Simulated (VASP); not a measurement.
# CsSbSI2 (P4/mmm) in VASP: further runs

The runs below take CsSbSI2 through single point, with PBE.

Program: VASP 6.6.1. These are calculated values, not measurements. Logs are shortened: lines on timing, memory, paths and dates and some standing lists are left out, and cuts for length are marked.

## 1. The cell of the first run

Symmetry: P4/mmm, No. 123, tetragonal system. Conventional cell: a = 6.615 Å, b = 6.615 Å, c = 4.863 Å, α = 90.00°, β = 90.00°, γ = 90.00°. Cs (site symmetry 4/mmm) has 8 I at 4.10 Å and 4 S at 4.68 Å and 2 Cs at 4.86 Å and 8 Sb at 5.27 Å within 5.4 Å. Sb (site symmetry 4/mmm) has 2 S at 2.43 Å and 4 I at 3.31 Å within 3.4 Å. S (site symmetry 4/mmm) has 2 Sb at 2.43 Å within 3.2 Å. I (site symmetry mmm) has 2 Sb at 3.31 Å and 4 Cs at 4.10 Å and 4 S at 4.10 Å within 4.3 Å.

## 2. Single point, PBE (strained)

INCAR

```
ALGO = Normal ; EDIFF = 1E-7
ENCUT = 520 ; GGA = PE
ISIF = 2 ; ISMEAR = 0
LASPH = True ; LCHARG = True
LELF = True ; LREAL = False
LVHAR = True ; LWAVE = False
NBANDS = 25 ; NELM = 60
PREC = Accurate ; SIGMA = 0.05
```

KPOINTS

```
k-points
0
Gamma
  6 6 8
```

POSCAR

```
CsSbSI2
1.0
    6.6145221903      0.0000000000      0.0000000000
    0.0000000000      6.6145221903      0.0000000000
    0.0000000000      0.0000000000      4.8629292781
Cs Sb S I
1 1 1 2
Direct
    0.0000000000      0.0000000000      0.0000000000
    0.5000000000      0.5000000000      0.5000000000
    0.5000000000      0.5000000000      0.0000000000
    0.0000000000      0.5000000000      0.5000000000
    0.5000000000      0.0000000000      0.5000000000
```

Potentials or basis: VASP PAW PBE potentials, release 64 (Cs_sv, Sb, S, I).

On the command line:

```sh
$ cat potpaw_PBE.64/Cs_sv/POTCAR potpaw_PBE.64/Sb/POTCAR potpaw_PBE.64/S/POTCAR potpaw_PBE.64/I/POTCAR > POTCAR
$ mpirun -np 1 vasp_std > vasp.out
```

OUTCAR:

```text
EDIFF = 1E-7
   ENCUT = 520
   GGA = PE
   ISIF = 2
   ISMEAR = 0
   LASPH = True
   LREAL = False
   NELM = 60
   PREC = Accurate

 ion  position               nearest neighbor table
   1  0.000  0.000  0.000-
   2  0.500  0.500  0.500-   3 2.43   3 2.43   5 3.31   4 3.31   5 3.31   4 3.31
   3  0.500  0.500  0.000-   2 2.43   2 2.43
   4  0.000  0.500  0.500-   2 3.31   2 3.31
   5  0.500  0.000  0.500-   2 3.31   2 3.31

  LATTYP: Found a simple tetragonal cell.
 ALAT       =     6.6145221903
 C/A-ratio  =     0.7351898048

  Lattice vectors:

 A1 = (   6.6145221903,   0.0000000000,   0.0000000000)
 A2 = (   0.0000000000,   6.6145221903,   0.0000000000)
 A3 = (   0.0000000000,   0.0000000000,   4.8629292781)

Analysis of symmetry for initial positions (statically):
=====================================================================
 Subroutine PRICEL returns:
 Original cell was already a primitive cell.

 Routine SETGRP: Setting up the symmetry group for a
 simple tetragonal supercell.

 Subroutine GETGRP returns: Found 16 space group operations
 (whereof 16 operations were pure point group operations)
 out of a pool of 16 trial point group operations.

The static configuration has the point symmetry D_4h.

Analysis of symmetry for dynamics (positions and initial velocities):
=====================================================================
 Subroutine PRICEL returns:
 Original cell was already a primitive cell.

 Routine SETGRP: Setting up the symmetry group for a
 simple tetragonal supercell.

 Subroutine GETGRP returns: Found 16 space group operations
 (whereof 16 operations were pure point group operations)
 out of a pool of 16 trial point group operations.

The dynamic configuration has the point symmetry D_4h.

 Subroutine INISYM returns: Found 16 space group operations
 (whereof 16 operations are pure point group operations),
 and found     1 'primitive' translations

----------------------------------------------------------------------------------------

                                     Primitive cell

  volume of cell :     212.7624

  direct lattice vectors                    reciprocal lattice vectors
     6.614522190  0.000000000  0.000000000     0.151182500  0.000000000  0.000000000
     0.000000000  6.614522190  0.000000000     0.000000000  0.151182500  0.000000000
     0.000000000  0.000000000  4.862929278     0.000000000  0.000000000  0.205637373

  length of vectors
     6.614522190  6.614522190  4.862929278     0.151182500  0.151182500  0.205637373

  position of ions in fractional coordinates (direct lattice)
     0.000000000  0.000000000  0.000000000
     0.500000000  0.500000000  0.500000000
     0.500000000  0.500000000  0.000000000
     0.000000000  0.500000000  0.500000000
     0.500000000  0.000000000  0.500000000

  ion indices of the primitive-cell ions
   primitive index   ion index
                 1           1
                 2           2
                 3           3
                 4           4
                 5           5

----------------------------------------------------------------------------------------

 KPOINTS: k-points

Automatic generation of k-mesh.
 Grid dimensions read from file:
 generate k-points for:    6    6    8

 Generating k-lattice:

  Cartesian coordinates                     Fractional coordinates (reciprocal lattice)
     0.025197083  0.000000000  0.000000000     0.166666667  0.000000000  0.000000000
     0.000000000  0.025197083  0.000000000     0.000000000  0.166666667  0.000000000
     0.000000000  0.000000000  0.025704672     0.000000000  0.000000000  0.125000000

  Length of vectors
     0.025197083  0.025197083  0.025704672

  Shift w.r.t. Gamma in fractional coordinates (k-lattice)
     0.000000000  0.000000000  0.000000000

 Subroutine IBZKPT returns following result:
 ===========================================

 Found     50 irreducible k-points:

 Following reciprocal coordinates:
            Coordinates               Weight
  0.000000  0.000000  0.000000      1.000000
  0.166667  0.000000  0.000000      4.000000
  0.333333  0.000000  0.000000      4.000000
  0.500000  0.000000  0.000000      2.000000
  0.166667  0.166667  0.000000      4.000000
  0.333333  0.166667  0.000000      8.000000
[... 16 lines left out ...]
  0.333333  0.000000  0.250000      8.000000
  0.500000  0.000000  0.250000      4.000000
 [... further k-points ...]
   k-points           NKPTS =     50   k-points in BZ     NKDIM =     50   number of bands    NBANDS=     25
   number of dos      NEDOS =    301   number of ions     NIONS =      5
   total plane-waves  NPLWV =  90000
   dimension x,y,z NGX =    50 NGY =   50 NGZ =   36
   dimension x,y,z NGXF=   100 NGYF=  100 NGZF=   72
   ions per type =               1   1   1   2
   NGX,Y,Z   is equivalent  to a cutoff of  12.57, 12.57, 12.31 a.u.
   NGXF,Y,Z  is equivalent  to a cutoff of  25.13, 25.13, 24.61 a.u.
 SYSTEM =  unknown system
[... 38 lines left out ...]
   LEPSILON=     F    determine dielectric tensor
   LRPA    =     F    only Hartree local field effects (RPA)
 non-spin polarized calculation
 Gauss-broadening in eV      SIGMA  =   0.05
  energy-cutoff  :      520.00
  volume of cell :      212.76
 maximum number of plane-waves:      5790
 NGX is ok and might be reduce to    50
   NGX = 25   NGY = 25   NGZ = 19

 number of electron      34.0000002 magnetization

 Free energy of the ion-electron system (eV)
  ---------------------------------------------------
  ext. energy  EPLUGINS =         0.00000000
  ---------------------------------------------------
  free energy    TOTEN  =       -15.30184302 eV

  energy without entropy =      -15.30081994  energy(sigma->0) =      -15.30133148

 E-fermi :   2.2798     XC(G=0):  -7.7271

 val. band max:        2.2493858272   @ k =   0.5000   0.1667   0.3750
 cond. band min:       2.2927973400   @ k =   0.5000   0.0000   0.3750
 fundamental gap:      0.0434115128
 Fermi energy:         2.2798323782

 k-point     1 :       0.0000    0.0000    0.0000
  band No.  band energies     occupation
      1     -19.2004      2.00000
      2     -10.9822      2.00000
      3      -9.6774      2.00000
      4      -9.6029      2.00000
      5      -6.0218      2.00000
      6      -6.0218      2.00000
[... 17 lines left out ...]
     24       7.2788      0.00000
     25       7.2788      0.00000

 k-point     2 :       0.1667    0.0000    0.0000
  band No.  band energies     occupation
      1     -19.2004      2.00000
      2     -10.9611      2.00000
      3      -9.6992      2.00000
      4      -9.6215      2.00000
      5      -6.0205      2.00000
      6      -6.0030      2.00000
[... 17 lines left out ...]
     24       7.3494      0.00000
     25       7.4988      0.00000

 k-point     3 :       0.3333    0.0000    0.0000
  band No.  band energies     occupation
      1     -19.2002      2.00000
      2     -10.9153      2.00000
      3      -9.7604      2.00000
      4      -9.6439      2.00000
      5      -6.0181      2.00000
      6      -5.9661      2.00000
[... 17 lines left out ...]
     24       7.5529      0.00000
     25       8.1071      0.00000

 k-point     4 :       0.5000    0.0000    0.0000
  band No.  band energies     occupation
      1     -19.2001      2.00000
      2     -10.8903      2.00000
      3      -9.7966      2.00000
      4      -9.6513      2.00000
      5      -6.0168      2.00000
      6      -5.9615      2.00000
[... 17 lines left out ...]
     24       7.7846      0.00000
     25       7.8589      0.00000
[... 477 lines left out ...]
 k-point    22 :       0.1667    0.0000    0.2500
  band No.  band energies     occupation
      1     -19.1951      2.00000
      2     -10.6899      2.00000
      3      -9.6969      2.00000
      4      -9.6661      2.00000
      5      -6.4244      2.00000
      6      -6.0480      2.00000
[... 17 lines left out ...]
     24       7.8563      0.00000
     25       8.1247      0.00000

 k-point    23 :       0.3333    0.0000    0.2500
  band No.  band energies     occupation
      1     -19.1950      2.00000
      2     -10.6421      2.00000
      3      -9.7487      2.00000
      4      -9.6713      2.00000
      5      -6.5257      2.00000
      6      -6.0594      2.00000
[... 17 lines left out ...]
     24       7.8847      0.00000
     25       8.0269      0.00000

 k-point    24 :       0.5000    0.0000    0.2500
  band No.  band energies     occupation
      1     -19.1949      2.00000
      2     -10.6157      2.00000
      3      -9.7790      2.00000
      4      -9.6723      2.00000
      5      -6.5728      2.00000
      6      -6.0626      2.00000
[... 17 lines left out ...]
     24       7.8738      0.00000
     25       7.9108      0.00000

 [... further k-points ...]

------------------------ aborting loop because EDIFF is reached ----------------------------------------

  FORCE on cell =-STRESS in cart. coord.  units (eV):
  Direction    XX          YY          ZZ          XY          YZ          ZX
  --------------------------------------------------------------------------------------
  -------------------------------------------------------------------------------------
  Total       -1.8080767     -1.8080767      4.8900127      0.0000000      0.0000000      0.0000000
  in kB      -13.6154661    -13.6154661     36.8235502      0.0000000      0.0000000      0.0000000
  external PRESSURE =       3.1975394 kB  Pullay stress =       0.0000000 kB

 VOLUME and BASIS-vectors are now :
 -----------------------------------------------------------------------------
  energy-cutoff  :      520.00
  volume of cell :      212.76
      direct lattice vectors                 reciprocal lattice vectors
     6.614522190  0.000000000  0.000000000     0.151182500  0.000000000  0.000000000
     0.000000000  6.614522190  0.000000000     0.000000000  0.151182500  0.000000000
     0.000000000  0.000000000  4.862929278     0.000000000  0.000000000  0.205637373

 POSITION                                       TOTAL-FORCE (eV/Angst)
 -----------------------------------------------------------------------------------
      0.00000      0.00000      0.00000         0.000000      0.000000      0.000000
      3.30726      3.30726      2.43146         0.000000      0.000000      0.000000
      3.30726      3.30726      0.00000         0.000000      0.000000      0.000000
      0.00000      3.30726      2.43146         0.000000      0.000000      0.000000
      3.30726      0.00000      2.43146         0.000000      0.000000      0.000000
 -----------------------------------------------------------------------------------
    total drift:                                0.000000     -0.000000      0.000000

  FREE ENERGIE OF THE ION-ELECTRON SYSTEM (eV)
  ---------------------------------------------------
  free  energy   TOTEN  =       -15.3018430191 eV

  energy  without entropy=      -15.3008199377  energy(sigma->0) =      -15.30133148
```

Run time: 7.7 min. Hardware: 1 thread of Intel Xeon 8259CL, shared host; peak memory 0.49 GiB.

What came out:

```yaml
Free_energy: -15.3018 eV
Pressure: 0.3 GPa
Band_gap_on_the_k_mesh: zero (bands 17 and 18 overlap by 1.28 eV)
```

Levels at points of the mesh, in eV from the Fermi level:
```tsv
k point	band 13	band 14	band 15	band 16	band 17	band 18	band 19	band 20	band 21	band 22
(0.00, 0.00, 0.00)	-1.78	-1.40	-1.36	-0.93	-0.93	2.85	3.24	3.24	3.60	3.79
(0.50, 0.00, 0.00)	-1.92	-1.76	-1.48	-1.45	-0.93	1.32	3.14	3.84	4.65	5.11
(0.50, 0.50, 0.00)	-2.05	-1.57	-1.55	-1.55	-1.54	1.24	1.24	4.53	5.46	5.72
(0.00, 0.00, 0.50)	-1.90	-1.90	-1.71	-1.71	0.56	2.38	2.38	2.46	4.79	5.07
(0.50, 0.00, 0.50)	-2.06	-2.03	-1.73	-0.93	-0.38	0.90	2.31	2.37	4.69	4.80
(0.50, 0.50, 0.50)	-1.97	-1.44	-0.89	-0.89	-0.72	-0.72	1.25	2.22	3.97	4.35
```

Caveat: the cell differs from its parent crystal (strained); the stress differs along the axes, from -1 to 4 GPa; spin-orbit coupling is left out, which moves the levels of the heavy elements.

## 3. Single point, PBE (strained)

INCAR

```
SYSTEM = CsSbSI2
  PREC = Accurate
  ENCUT = 520
  EDIFF = 1E-6
  ISMEAR = 0
  SIGMA = 0.05
  LREAL = .False.
  LASPH = .True.
  NELM = 80
  ALGO = Fast
  ISIF = 2
  LWAVE = .False.
  LCHARG = .True.
  GGA = PE
  LELF = .True.
  LVHAR = .True.
  NBANDS = 25
```

KPOINTS

```
Automatic mesh
0
Gamma
  6 6 8
  0 0 0
```

Changes to POSCAR since step 2:

```diff
@@ -2,5 +2,5 @@
 1.0
-    6.6145221903      0.0000000000      0.0000000000
-    0.0000000000      6.6145221903      0.0000000000
-    0.0000000000      0.0000000000      4.8629292781
+    6.0799591538      0.0000000000      0.0000000000
+    0.0000000000      6.0799591538      0.0000000000
+    0.0000000000      0.0000000000      4.9668675774
 Cs Sb S I
```

Potentials or basis: VASP PAW PBE potentials, release 64 (Cs_sv, Sb, S, I).

On the command line:

```sh
$ cat potpaw_PBE.64/Cs_sv/POTCAR potpaw_PBE.64/Sb/POTCAR potpaw_PBE.64/S/POTCAR potpaw_PBE.64/I/POTCAR > POTCAR
$ mpirun -np 1 vasp_std > vasp.out
```

It took 5.4 min on 1 thread of Oxide Virtual Turin-like, shared host; peak memory 0.42 GiB.

The run converged. Its results:

| Item | Value |
| --- | --- |
| Free energy | -15.3344 eV |
| Pressure | 3.1 GPa |
| Band gap on the k mesh | zero (bands 17 and 18 overlap by 0.99 eV) |

Stress tensor (GPa, compression positive):
```
2.67 0.00 0.00
0.00 2.67 0.00
0.00 0.00 3.94
```

Levels at points of the mesh, in eV from the Fermi level:
| k point | band 15 | band 16 | band 17 | band 18 | band 19 | band 20 |
| --- | --- | --- | --- | --- | --- | --- |
| (0.00, 0.00, 0.00) | -1.92 | -1.01 | -1.01 | 2.74 | 3.16 | 3.42 |
| (0.50, 0.00, 0.00) | -2.09 | -1.88 | -1.03 | 0.92 | 4.02 | 4.03 |
| (0.50, 0.50, 0.00) | -2.35 | -1.84 | -1.30 | 0.83 | 0.83 | 4.60 |
| (0.00, 0.00, 0.50) | -1.77 | -1.77 | 0.21 | 2.00 | 3.59 | 3.59 |
| (0.50, 0.00, 0.50) | -1.84 | -0.82 | -0.28 | 0.69 | 1.82 | 3.44 |
| (0.50, 0.50, 0.50) | -0.79 | -0.79 | -0.77 | -0.77 | 1.28 | 1.54 |

Caveat: the cell differs from its parent crystal (strained); the cell stands under pressure; spin-orbit coupling is left out, which moves the levels of the heavy elements.

## 4. Single point, PBE (strained)

INCAR

```
PREC = Accurate
ENCUT = 520
EDIFF = 1E-7
ISMEAR = 0
SIGMA = 0.05
LREAL = False
LASPH = True
NELM = 80
ALGO = Fast
ISIF = 2
LWAVE = False
LCHARG = False
GGA = PE
NBANDS = 25
```

KPOINTS

```
regular mesh
0
Gamma
  6 6 8
```

Changes to POSCAR since step 3:

```diff
@@ -2,5 +2,5 @@
 1.0
-    6.0799591538      0.0000000000      0.0000000000
-    0.0000000000      6.0799591538      0.0000000000
-    0.0000000000      0.0000000000      4.9668675774
+    6.0115583489      0.0000000000      0.0000000000
+    0.0000000000      6.0115583489      0.0000000000
+    0.0000000000      0.0000000000      5.1406743814
 Cs Sb S I
```

On the command line:

```sh
$ cat potpaw_PBE.64/Cs_sv/POTCAR potpaw_PBE.64/Sb/POTCAR potpaw_PBE.64/S/POTCAR potpaw_PBE.64/I/POTCAR > POTCAR
$ mpirun -np 1 vasp_std > vasp.out
```

Wall time 5.3 min (1 thread of Oxide Virtual Turin-like, shared host); peak memory 0.43 GiB.

It converged, with:

```yaml
Free_energy: -15.3562 eV
Pressure: 2.3 GPa
Band_gap_on_the_k_mesh: zero (bands 17 and 18 overlap by 0.59 eV)
```

Stress tensor (GPa, compression positive):
```
2.90 0.00 0.00
0.00 2.90 0.00
0.00 0.00 0.99
```

Levels at points of the mesh, in eV from the Fermi level:
| k point | band 13 | band 14 | band 15 | band 16 | band 17 | band 18 | band 19 | band 20 | band 21 | band 22 |
| --- | --- | --- | --- | --- | --- | --- | --- | --- | --- | --- |
| (0.00, 0.00, 0.00) | -2.16 | -2.00 | -1.84 | -0.81 | -0.81 | 2.89 | 3.36 | 3.51 | 4.11 | 4.15 |
| (0.50, 0.00, 0.00) | -2.22 | -2.05 | -1.79 | -1.75 | -0.85 | 0.85 | 4.23 | 4.28 | 4.79 | 4.90 |
| (0.50, 0.50, 0.00) | -2.37 | -2.11 | -2.11 | -1.68 | -1.09 | 0.75 | 0.75 | 4.88 | 5.52 | 5.91 |
| (0.00, 0.00, 0.50) | -2.35 | -2.35 | -1.45 | -1.45 | 0.03 | 1.72 | 3.96 | 3.96 | 4.22 | 4.87 |
| (0.50, 0.00, 0.50) | -2.47 | -2.32 | -1.53 | -0.58 | -0.10 | 0.49 | 1.49 | 3.78 | 5.04 | 5.08 |
| (0.50, 0.50, 0.50) | -2.16 | -1.60 | -0.61 | -0.61 | -0.55 | -0.55 | 1.07 | 1.15 | 3.92 | 4.46 |

Caveat: the cell differs from its parent crystal (strained); spin-orbit coupling is left out, which moves the levels of the heavy elements.

## 5. Single point, PBE (strained)

INCAR

```
SYSTEM = CsSbSI2
PREC = Accurate
ENCUT = 520
EDIFF = 1E-6
ISMEAR = 0
SIGMA = 0.05
LREAL = .FALSE.
LASPH = .TRUE.
NELM = 100
ALGO = Fast
ISIF = 2
LWAVE = .FALSE.
LCHARG = .FALSE.
GGA = PE
NBANDS = 25
```

KPOINTS

```
regular mesh
0
G
  6 6 8
  0 0 0
```

Changes to POSCAR since step 4:

```diff
@@ -2,5 +2,5 @@
 1.0
-    6.0115583489      0.0000000000      0.0000000000
-    0.0000000000      6.0115583489      0.0000000000
-    0.0000000000      0.0000000000      5.1406743814
+    6.1820546249      0.0000000000      0.0000000000
+    0.0000000000      6.1820546249      0.0000000000
+    0.0000000000      0.0000000000      5.1252666980
 Cs Sb S I
```

On the command line:

```sh
$ cat potpaw_PBE.64/Cs_sv/POTCAR potpaw_PBE.64/Sb/POTCAR potpaw_PBE.64/S/POTCAR potpaw_PBE.64/I/POTCAR > POTCAR
$ mpirun -np 1 vasp_std > vasp.out
```

Wall time 3.5 min (1 thread of Oxide Virtual Turin-like, shared host); peak memory 0.44 GiB.

It converged, with:

```
Free energy            : -15.4805 eV
Pressure               : 0.8 GPa
Band gap on the k mesh : zero (bands 17 and 18 overlap by 0.68 eV)
```

Stress tensor (GPa, compression positive):
```
1.00 0.00 0.00
0.00 1.00 0.00
0.00 0.00 0.33
```

Levels at points of the mesh, in eV from the Fermi level:
```tsv
k point	band 15	band 16	band 17	band 18	band 19	band 20
(0.00, 0.00, 0.00)	-1.76	-0.81	-0.81	2.90	3.48	3.57
(0.50, 0.00, 0.00)	-1.80	-1.79	-0.83	0.91	3.81	4.17
(0.50, 0.50, 0.00)	-2.15	-1.65	-1.29	0.82	0.82	4.83
(0.00, 0.00, 0.50)	-1.44	-1.44	0.07	1.76	3.46	3.46
(0.50, 0.00, 0.50)	-1.50	-0.63	-0.19	0.47	1.57	3.32
(0.50, 0.50, 0.50)	-0.65	-0.65	-0.61	-0.61	0.95	1.29
```

Caveat: the cell differs from its parent crystal (strained); spin-orbit coupling is left out, which moves the levels of the heavy elements.

## 6. The runs side by side

```csv
cell,gap on the mesh (eV),pressure (GPa)
"a = 6.615, b = 6.615, c = 4.863 Å, 5 atoms",none,0.3
"a = 6.080, b = 6.080, c = 4.967 Å, 5 atoms",none,3.1
"a = 6.012, b = 6.012, c = 5.141 Å, 5 atoms",none,2.3
"a = 6.182, b = 6.182, c = 5.125 Å, 5 atoms",none,0.8
```

Alike in all rows: task single point; level PBE; potentials or basis VASP PAW PBE potentials, release 64 (Cs_sv, Sb, S, I); no spin polarisation; k mesh 6 × 6 × 8; cutoff (eV) 520; smearing gaussian 0.05 eV.

Caveats: spin-orbit coupling is left out, which moves the levels of the heavy elements; the stress differs along the axes, from -1 to 4 GPa (at least some runs); the cell stands under pressure (at least some runs).

Absolute energies hang on the potentials; compare differences alone.

The gap in the log of VASP goes by the Fermi energy; the results here count the filled bands.